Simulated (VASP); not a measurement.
# SnSe (Fm-3m) in VASP: notebook, part 2 of 2

VASP 6.6.1. Earlier steps stand in the parts before.

### Step 3. Single point, LDA

Contents of INCAR:

```
ALGO = Normal
EDIFF = 1E-7
ENCUT = 520
GGA = CA
ISIF = 2
ISMEAR = 0
LASPH = True
LCHARG = False
LREAL = False
LWAVE = False
NBANDS = 17
NELM = 80
PREC = Accurate
SIGMA = 0.01
```

Contents of KPOINTS:

```
k-points
0
Gamma
  6 6 6
```

Contents of POSCAR:

```
SnSe
1.0
    0.0000000000      3.0100000000      3.0100000000
    3.0100000000      0.0000000000      3.0100000000
    3.0100000000      3.0100000000      0.0000000000
Sn Se
1 1
Direct
    0.0000000000      0.0000000000      0.0000000000
    0.5000000000      0.5000000000      0.5000000000
```

Potentials or basis: VASP PAW LDA potentials, release 64 (Sn_d, Se).

Started as:

```
> cat potpaw_LDA.64/Sn_d/POTCAR potpaw_LDA.64/Se/POTCAR > POTCAR
> mpirun -np 1 vasp_std > vasp.out
```

OUTCAR:

```text
EDIFF = 1E-7
   ENCUT = 520
   GGA = CA
   ISIF = 2
   ISMEAR = 0
   LASPH = True
   LREAL = False
   NELM = 80
   PREC = Accurate

 ion  position               nearest neighbor table
   1  0.000  0.000  0.000-   2 3.01   2 3.01   2 3.01   2 3.01   2 3.01   2 3.01
   2  0.500  0.500  0.500-   1 3.01   1 3.01   1 3.01   1 3.01   1 3.01   1 3.01

  LATTYP: Found a face centered cubic cell.
 ALAT       =     6.0200000000

  Lattice vectors:

 A1 = (   0.0000000000,   3.0100000000,   3.0100000000)
 A2 = (   3.0100000000,   0.0000000000,   3.0100000000)
 A3 = (   3.0100000000,   3.0100000000,   0.0000000000)

Analysis of symmetry for initial positions (statically):
=====================================================================
 Subroutine PRICEL returns:
 Original cell was already a primitive cell.

 Routine SETGRP: Setting up the symmetry group for a
 face centered cubic supercell.

 Subroutine GETGRP returns: Found 48 space group operations
[... 9 lines left out ...]

 Routine SETGRP: Setting up the symmetry group for a
 face centered cubic supercell.

 Subroutine GETGRP returns: Found 48 space group operations
[... 11 lines left out ...]
                                     Primitive cell
[... 127 lines left out ...]

  energy without entropy =       -9.49320417  energy(sigma->0) =       -9.49320417

 E-fermi :   5.3743     XC(G=0):  -9.8861

 val. band max:        5.3222565080   @ k =   0.5000   0.0000   0.0000
 cond. band min:       5.9450134777   @ k =   0.5000   0.0000   0.0000
 fundamental gap:      0.6227569697
 Fermi energy:         5.3742765773

 k-point     1 :       0.0000    0.0000    0.0000
  band No.  band energies     occupation
      1     -16.0795      2.00000
      2     -16.0795      2.00000
      3     -16.0771      2.00000
      4     -16.0771      2.00000
      5     -16.0771      2.00000
      6      -8.4607      2.00000
[... 297 lines left out ...]
      4     -16.0655      2.00000
      5     -16.0591      2.00000
      6      -7.2285      2.00000
[... 9 lines left out ...]
     16      16.5857      0.00000
     17      18.1817      0.00000

------------------------ aborting loop because EDIFF is reached ----------------------------------------

  FORCE on cell =-STRESS in cart. coord.  units (eV):
  Direction    XX          YY          ZZ          XY          YZ          ZX
  --------------------------------------------------------------------------------------
  -------------------------------------------------------------------------------------
  Total       -1.2287986     -1.2287986     -1.2287986     -0.0000000     -0.0000000      0.0000000
  in kB      -36.0962281    -36.0962281    -36.0962281     -0.0000000     -0.0000000      0.0000000
  external PRESSURE =     -36.0962281 kB  Pullay stress =       0.0000000 kB

 VOLUME and BASIS-vectors are now :
 -----------------------------------------------------------------------------
  energy-cutoff  :      520.00
  volume of cell :       54.54
      direct lattice vectors                 reciprocal lattice vectors
     0.000000000  3.010000000  3.010000000    -0.166112957  0.166112957  0.166112957
     3.010000000  0.000000000  3.010000000     0.166112957 -0.166112957  0.166112957
     3.010000000  3.010000000  0.000000000     0.166112957  0.166112957 -0.166112957

 POSITION                                       TOTAL-FORCE (eV/Angst)
 -----------------------------------------------------------------------------------
      0.00000      0.00000      0.00000         0.000000      0.000000      0.000000
      3.01000      3.01000      3.01000        -0.000000      0.000000     -0.000000
 -----------------------------------------------------------------------------------
    total drift:                                0.000000     -0.000000     -0.000000

  FREE ENERGIE OF THE ION-ELECTRON SYSTEM (eV)
  ---------------------------------------------------
  free  energy   TOTEN  =        -9.4932041714 eV

  energy  without entropy=       -9.4932041714  energy(sigma->0) =       -9.49320417
```

OSZICAR:

```text
N       E                     dE             d eps       ncg     rms          rms(c)
DAV:   1     0.131704837959E+03    0.13170E+03   -0.97544E+03   560   0.145E+03
DAV:   2     0.335771734642E+01   -0.12835E+03   -0.12354E+03   609   0.350E+02
DAV:   3    -0.933833975442E+01   -0.12696E+02   -0.12589E+02   679   0.942E+01
DAV:   4    -0.966822442114E+01   -0.32988E+00   -0.32954E+00   687   0.163E+01
DAV:   5    -0.967821699200E+01   -0.99926E-02   -0.99923E-02   775   0.276E+00    0.319E+00
DAV:   6    -0.950054436046E+01    0.17767E+00   -0.44549E-01   783   0.397E+00    0.193E+00
DAV:   7    -0.949483449998E+01    0.57099E-02   -0.65317E-02   660   0.114E+00    0.921E-01
DAV:   8    -0.949340808125E+01    0.14264E-02   -0.69219E-03   667   0.676E-01    0.807E-02
DAV:   9    -0.949319924400E+01    0.20884E-03   -0.13590E-03   759   0.256E-01    0.401E-02
DAV:  10    -0.949320361239E+01   -0.43684E-05   -0.10155E-04   641   0.596E-02    0.786E-03
DAV:  11    -0.949320417768E+01   -0.56529E-06   -0.55937E-06   719   0.156E-02    0.300E-03
DAV:  12    -0.949320417144E+01    0.62391E-08   -0.40672E-07   658   0.870E-03
   1 F= -.94932042E+01 E0= -.94932042E+01  d E =-.184775E-15
```

stdout:

```text
POSCAR found type information on POSCAR SnSe
 POSCAR found :  2 types and       2 ions
 scaLAPACK will be used
 LDA part: xc-table for (Slater(with rela. corr.)+CA(PZ))
 , standard interpolation
 POSCAR, INCAR and KPOINTS ok, starting setup
 FFT: planning ... GRIDC
 FFT: planning ... GRID_SOFT
 FFT: planning ... GRID
 WAVECAR not read
 entering main loop
```

It took 10 s on 1 thread of Intel Xeon Platinum 8488C (Sapphire Rapids), shared host; peak memory 0.15 GiB.

What came out:

* Free energy: -9.4932 eV
* Pressure: -3.6 GPa
* Band gap on the k mesh: 0.62 eV, direct

Caveat: spin-orbit coupling is left out, which moves the levels of the heavy elements. A k mesh can miss the band edges.
